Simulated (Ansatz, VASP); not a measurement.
# Two plane-wave programs on BO

```
CELL_PARAMETERS angstrom
0.00000 2.46621 2.46621
2.46621 0.00000 2.46621
2.46621 2.46621 0.00000
ATOMIC_POSITIONS crystal
B 0.50000 0.50000 0.50000
B 0.75000 0.75000 0.75000
O 0.00000 0.00000 0.00000
O 0.25000 0.25000 0.25000
```

Alike in both runs: functional PBE; k mesh 16 × 16 × 16; occupations gaussian, width 0.1 eV; no spin polarisation.

Ansatz relaxed the structure, and its values are those at the end. VASP's run is a single point on that final structure, the one shown.

|  | VASP | Ansatz |
| --- | --- | --- |
| version | VASP 6.6.1 | Ansatz 0.2.0 |
| potentials or method | VASP PAW PBE potentials, release 64 (B, O), cutoff 520 eV | scalar-relativistic, plane waves, PAW |
| valence electrons in the cell | 18 | 18 |

VASP gave:

- gap on the k mesh at the Fermi level (eV): none
- pressure (GPa): -0.3

**Question.** What did Ansatz give for the same quantities?

**Answer.** gap on the k mesh at the Fermi level (eV): none; pressure (GPa): 0.0.

A gap of «none» marks a metal or a gap that the smearing closes.
